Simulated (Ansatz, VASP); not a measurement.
Se: VASP beside Ansatz

```xyz
1
Lattice="-1.6169 1.6169 1.6169 1.6169 -1.6169 1.6169 1.6169 1.6169 -1.6169" Properties=species:S:1:pos:R:3 pbc="T T T"
Se    0.0000    0.0000    0.0000
```

Alike in both runs: task single point; functional PBEsol; k mesh 20 × 20 × 20; occupations gaussian, width 0.05 eV; no spin polarisation.

|  | VASP | Ansatz |
| --- | --- | --- |
| version | VASP 6.6.1 | Ansatz 0.2.0 |
| potentials or method | VASP PAW PBE potentials, release 64 (Se), cutoff 520 eV | scalar-relativistic, plane waves, PAW |
| valence electrons in the cell | 6 | 16 |

```tsv
	VASP	Ansatz	Ansatz less VASP
gap on the k mesh at the Fermi level (eV)	none	none	-
pressure (GPa)	15.4	15.2	-0.21
```

VASP's potentials were made for PBE, not for PBEsol. A gap of «none» marks a metal or a gap that the smearing closes. VASP's potentials hold 6 valence electrons a cell and Ansatz's 16, so a difference there can come from the potentials and not from the codes.
